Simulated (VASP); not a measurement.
# HfN (P1) in VASP: single point with r2SCAN

Aim: the single point of HfN with r2SCAN.

Program: VASP 6.6.1. These are calculated values, not measurements. Logs are shortened: lines on timing, memory, paths and dates and some standing lists are left out, and cuts for length are marked.

## 1. The cell of the first run

The typed cell holds 2 atoms: a = 3.203 Å, b = 3.310 Å, c = 3.225 Å, α = 60.06°, β = 60.56°, γ = 59.48°.

## 2. Single point, r2SCAN (atoms moved at random and the cell strained at random)

The input, POSCAR:

```
HfN
1.0
    0.0218370730      2.2307089330      2.2977340647
    2.3342972217     -0.0266385746      2.3462097123
    2.3075095078      2.2523968667      0.0001491393
Hf N
1 1
Direct
    0.4674645752      0.5370302488      0.5140302699
    0.0325354248     -0.0370302488     -0.0140302699
```

The input, INCAR.step1:

```
SYSTEM = HfN
PREC = Accurate
ENCUT = 520
ISMEAR = 0
SIGMA = 0.05
LREAL = .FALSE.
LASPH = .TRUE.
NELM = 100
NBANDS = 14
GGA = PE
ALGO = Normal
EDIFF = 1E-4
LWAVE = .TRUE.
LCHARG = .FALSE.
```

The input, INCAR.step2:

```
SYSTEM = HfN
PREC = Accurate
ENCUT = 520
EDIFF = 1E-6
ISMEAR = 0
SIGMA = 0.05
LREAL = .FALSE.
LASPH = .TRUE.
NELM = 100
ALGO = Normal
ISIF = 2
LWAVE = .FALSE.
LCHARG = .FALSE.
METAGGA = R2SCAN
LMIXTAU = .TRUE.
NBANDS = 14
ISTART = 1
```

The input, KPOINTS:

```
regular mesh
0
G
  12 12 12
  0 0 0
```

Potentials or basis: VASP PAW PBE potentials, release 64 (Hf_pv, N).

Command:

```bash
cat potpaw_PBE.64/Hf_pv/POTCAR potpaw_PBE.64/N/POTCAR > POTCAR
cp INCAR.step1 INCAR
mpirun -np 1 vasp_std > vasp.out
cp INCAR.step2 INCAR
mpirun -np 1 vasp_std > vasp.out
```

OUTCAR:

```text
SYSTEM = HfN
   PREC = Accurate
   ENCUT = 520
   EDIFF = 1E-6
   ISMEAR = 0
   LREAL = .FALSE.
   LASPH = .TRUE.
   NELM = 100
   ISIF = 2
   METAGGA = R2SCAN
   ISTART = 1

 ion  position               nearest neighbor table
   1  0.467  0.537  0.514-   2 2.08   2 2.18   2 2.31   2 2.35   2 2.36   2 2.55
   2  0.033  0.963  0.986-   1 2.08   1 2.18   1 2.31   1 2.35   1 2.36   1 2.55

  LATTYP: Found a triclinic cell.
 ALAT       =     5.6573641874
 B/A-ratio  =     0.5699785470
 C/A-ratio  =     0.8209301167
 COS(alpha) =     0.0002700508
 COS(beta)  =     0.4191955065
 COS(gamma) =     0.8619742994

  Lattice vectors:

 A1 = (   4.6418067295,   2.2257582921,   2.3463588516)
 A2 = (   2.3075095078,   2.2523968667,   0.0001491393)
 A3 = (   0.0486247869,  -0.0483265083,   4.6437946377)

Analysis of symmetry for initial positions (statically):
=====================================================================
 Subroutine PRICEL returns:
 Original cell was already a primitive cell.

 Routine SETGRP: Setting up the symmetry group for a
 triclinic supercell.

 Subroutine GETGRP returns: Found  1 space group operations
 (whereof  1 operations were pure point group operations)
 out of a pool of  2 trial point group operations.

The static configuration has the point symmetry C_1 .

Analysis of symmetry for dynamics (positions and initial velocities):
=====================================================================
 Subroutine PRICEL returns:
 Original cell was already a primitive cell.

 Routine SETGRP: Setting up the symmetry group for a
 triclinic supercell.

 Subroutine GETGRP returns: Found  1 space group operations
 (whereof  1 operations were pure point group operations)
 out of a pool of  2 trial point group operations.

The dynamic configuration has the point symmetry C_1 .

 Subroutine INISYM returns: Found  1 space group operations
 (whereof  1 operations are pure point group operations),
 and found     1 'primitive' translations

----------------------------------------------------------------------------------------

                                     Primitive cell

  volume of cell :      24.1828

  direct lattice vectors                    reciprocal lattice vectors
     0.021837073  2.230708933  2.297734065    -0.218526805  0.223859251  0.219958942
     2.334297222 -0.026638575  2.346209712     0.213997848 -0.219248001  0.210818735
     2.307509508  2.252396867  0.000149139     0.218953552  0.219674748 -0.215347692

  length of vectors
     3.202517921  3.309736114  3.224576220     0.382424980  0.371899589  0.377587448

  position of ions in fractional coordinates (direct lattice)
     0.467464575  0.537030249  0.514030270
     0.032535425  0.962969751  0.985969730

  ion indices of the primitive-cell ions
   primitive index   ion index
                 1           1
                 2           2

----------------------------------------------------------------------------------------

 KPOINTS: regular mesh

Automatic generation of k-mesh.
 Grid dimensions read from file:
 generate k-points for:   12   12   12

 Generating k-lattice:

  Cartesian coordinates                     Fractional coordinates (reciprocal lattice)
    -0.018210567  0.018654938  0.018329912     0.083333333  0.000000000  0.000000000
     0.017833154 -0.018270667  0.017568228     0.000000000  0.083333333  0.000000000
     0.018246129  0.018306229 -0.017945641    -0.000000000 -0.000000000  0.083333333

  Length of vectors
     0.031868748  0.030991632  0.031465621

  Shift w.r.t. Gamma in fractional coordinates (k-lattice)
     0.000000000  0.000000000  0.000000000

 Subroutine IBZKPT returns following result:
 ===========================================

 Found    868 irreducible k-points:

 Following reciprocal coordinates:
            Coordinates               Weight
  0.000000  0.000000  0.000000      1.000000
  0.083333  0.000000  0.000000      2.000000
  0.166667  0.000000  0.000000      2.000000
  0.250000  0.000000 -0.000000      2.000000
  0.333333  0.000000  0.000000      2.000000
  0.416667 -0.000000  0.000000      2.000000
[... 16 lines left out ...]
  0.250000  0.166667  0.000000      2.000000
  0.333333  0.166667  0.000000      2.000000
 [... further k-points ...]
   k-points           NKPTS =    868   k-points in BZ     NKDIM =    868   number of bands    NBANDS=     14
   number of dos      NEDOS =    301   number of ions     NIONS =      2
   total plane-waves  NPLWV =  16128
   dimension x,y,z NGX =    24 NGY =   28 NGZ =   24
   dimension x,y,z NGXF=    48 NGYF=   56 NGZF=   48
   ions per type =               1   1
   NGX,Y,Z   is equivalent  to a cutoff of  12.46, 14.06, 12.37 a.u.
   NGXF,Y,Z  is equivalent  to a cutoff of  24.92, 28.13, 24.75 a.u.
 SYSTEM =  HfN
   PREC   = accura    normal or accurate (medium, high low for compatibility)
   ISTART =      1    job   : 0-new  1-cont  2-samecut
   ICHARG =      0    charge: 1-file 2-atom 10-const
   ISPIN  =      1    spin polarized calculation?
   LNONCOLLINEAR =      F non collinear calculations
   LSORBIT =      F    spin-orbit coupling
   LASPH  =      T    aspherical Exc in radial PAW
   ENCUT  =  520.0 eV  38.22 Ry    6.18 a.u.   5.95  6.15  6.00*2*pi/ulx,y,z
   NELM   =    100;   NELMIN=  2; NELMDL=  0     # of ELM steps
   EDIFF  = 0.1E-05   stopping-criterion for ELM
   LREAL  =      F    real-space projection
   EDIFFG = 0.1E-04   stopping-criterion for IOM
   NSW    =      0    number of steps for IOM
   IBRION =     -1    ionic relax: 0-MD 1-quasi-New 2-CG
   NFREE  =      0    steps in history (QN), initial steepest desc. (CG)
   ISIF   =      2    stress and relaxation
   ISYM   =      2    0-nonsym 1-usesym 2-fastsym
   POTIM  = 0.5000    time-step for ionic-motion
   TEBEG  =    0.0;   TEEND  =   0.0 temperature during run
   PSTRESS=    0.0 pullay stress
   NELECT =      15.0000    total number of electrons
   NUPDOWN=      -1.0000    fix difference up-down
   EMIN   =  10.00;   EMAX   =-10.00  energy-range for DOS
   EFERMI =   0.00;   METHOD = LEGACY
   ISMEAR =     0;   SIGMA  =   0.05  broadening in eV -4-tet -1-fermi 0-gaus
   EFERMI_NEDOS =   21; number of points for ismear=-14 and -15
   IALGO  =     38    algorithm
   IMIX   =      4    mixing-type and parameters
     AMIX     =   0.40;   BMIX     =  1.00
     AMIX_MAG =   1.60;   BMIX_MAG =  1.00
  volume/ion in A,a.u.               =      12.09        81.60
  Fermi-wavevector in a.u.,A,eV,Ry     =   1.396163  2.638366 26.521445  1.949271
  Thomas-Fermi vector in A             =   2.519544
   LORBIT       =      0    0 simple, 1 ext, 2 COOP (PROOUT), +10 PAW based schemes
   METAGGA = R2SCAN    functional components
   LHFCALC =     F    Hartree Fock is set to
   AEXX    =    0.0000 exact exchange contribution
   IVDW    =     0    specifies the selected vdW correction
   LEPSILON=     F    determine dielectric tensor
   LRPA    =     F    only Hartree local field effects (RPA)
 non-spin polarized calculation
 Gauss-broadening in eV      SIGMA  =   0.05
  energy-cutoff  :      520.00
  volume of cell :       24.18
 maximum number of plane-waves:       665
   NGX = 11   NGY = 13   NGZ = 11

 number of electron      15.0000000 magnetization

 Free energy of the ion-electron system (eV)
  ---------------------------------------------------
  ext. energy  EPLUGINS =         0.00000000
  ---------------------------------------------------
  free energy    TOTEN  =       -57.86742657 eV

  energy without entropy =      -57.86674850  energy(sigma->0) =      -57.86708753

 E-fermi :   8.0022     XC(G=0): -13.2604

 val. band max:        7.9992949408   @ k =   0.1667   0.2500   0.1667
 cond. band min:       8.0028046760   @ k =   0.1667   0.4167   0.2500
 fundamental gap:      0.0035097352
 Fermi energy:         8.0022265721

 k-point     1 :       0.0000    0.0000    0.0000
  band No.  band energies     occupation
      1     -24.6022      2.00000
      2     -24.5362      2.00000
      3     -24.5059      2.00000
      4     -10.3162      2.00000
      5       3.8765      2.00000
      6       4.0725      2.00000
      7       4.1581      2.00000
      8       7.7916      2.00000
      9       8.5195      0.00000
     10       8.7908      0.00000
     11       9.4114      0.00000
     12      10.4558      0.00000
     13      11.1206      0.00000
     14      17.8885      0.00000

 k-point     2 :       0.0833    0.0000    0.0000
  band No.  band energies     occupation
      1     -24.6330      2.00000
      2     -24.5578      2.00000
      3     -24.5268      2.00000
      4     -10.1732      2.00000
      5       3.3436      2.00000
      6       3.8134      2.00000
      7       4.0782      2.00000
      8       7.8902      1.99847
      9       8.4708      0.00000
     10       8.5821      0.00000
     11      10.0030      0.00000
     12      11.0502      0.00000
     13      11.6407      0.00000
     14      18.4591      0.00000

 k-point     3 :       0.1667    0.0000    0.0000
  band No.  band energies     occupation
      1     -24.7748      2.00000
      2     -24.5945      2.00000
      3     -24.5444      2.00000
      4      -9.7770      2.00000
      5       2.3141      2.00000
      6       3.2570      2.00000
      7       3.5249      2.00000
      8       8.0821      0.02396
      9       8.6371      0.00000
     10       8.8194      0.00000
     11      11.2115      0.00000
     12      12.2868      0.00000
     13      12.7991      0.00000
     14      18.9736      0.00000
[... 324 lines left out ...]
 k-point    23 :       0.2500    0.1667    0.0000
  band No.  band energies     occupation
      1     -24.8766      2.00000
      2     -24.6739      2.00000
      3     -24.6094      2.00000
      4      -9.4323      2.00000
      5       1.2950      2.00000
      6       3.0610      2.00000
      7       3.6227      2.00000
      8       7.1687      2.00000
      9       9.5766      0.00000
     10      10.2134      0.00000
     11      11.6800      0.00000
     12      12.3207      0.00000
     13      15.0261      0.00000
     14      18.9735      0.00000

 k-point    24 :       0.3333    0.1667    0.0000
  band No.  band energies     occupation
      1     -25.0521      2.00000
      2     -24.6986      2.00000
      3     -24.6346      2.00000
      4      -9.0255      2.00000
      5       0.7662      2.00000
      6       2.3980      2.00000
      7       3.1418      2.00000
      8       7.3928      2.00000
      9      10.4336      0.00000
     10      11.0206      0.00000
     11      12.6848      0.00000
     12      13.4261      0.00000
     13      15.7749      0.00000
     14      18.9735      0.00000

 [... further k-points ...]
[... 5 lines left out ...]
  --------------------------------------------------------------------------------------
  -------------------------------------------------------------------------------------
  Total        0.3278194     -0.4646638     -2.4661378      0.1431839      0.3956531     -0.3935192
  in kB       21.7189023    -30.7852066   -163.3881553      9.4863148     26.2130663    -26.0716909
  external PRESSURE =     -57.4848199 kB  Pullay stress =       0.0000000 kB

 VOLUME and BASIS-vectors are now :
 -----------------------------------------------------------------------------
  energy-cutoff  :      520.00
  volume of cell :       24.18
      direct lattice vectors                 reciprocal lattice vectors
     0.021837073  2.230708933  2.297734065    -0.218526805  0.223859251  0.219958942
     2.334297222 -0.026638575  2.346209712     0.213997848 -0.219248001  0.210818735
     2.307509508  2.252396867  0.000149139     0.218953552  0.219674748 -0.215347692

 POSITION                                       TOTAL-FORCE (eV/Angst)
 -----------------------------------------------------------------------------------
      2.44993      2.18627      2.33417        -2.289245      0.920838     -0.135953
      4.52370      2.26772      2.33423         2.289245     -0.920838      0.135953
 -----------------------------------------------------------------------------------
    total drift:                                0.000346     -0.000010      0.000264

  FREE ENERGIE OF THE ION-ELECTRON SYSTEM (eV)
  ---------------------------------------------------
  free  energy   TOTEN  =       -57.8674265667 eV

  energy  without entropy=      -57.8667484982  energy(sigma->0) =      -57.86708753
```

Wall time 7.4 min (1 thread of Intel Xeon Platinum 8488C (Sapphire Rapids), shared host); peak memory 0.41 GiB.

Results:

| Item | Value |
| --- | --- |
| Free energy | -57.8674 eV |
| Pressure | -5.7 GPa |
| Largest force | 2.471 eV/Å |

Forces in eV/Å, atoms in the order of the input:
```
Hf  -2.289  0.921 -0.136
N    2.289 -0.921  0.136
```

Stress tensor (GPa, compression positive):
```
  2.17   0.95  -2.61
  0.95  -3.08   2.62
 -2.61   2.62 -16.34
```

Caveat: the cell differs from its parent crystal (atoms moved at random and the cell strained at random); the PAW data sets were made with another functional, which shifts forces and pressure a little; spin-orbit coupling is left out, which moves the levels of the heavy elements.
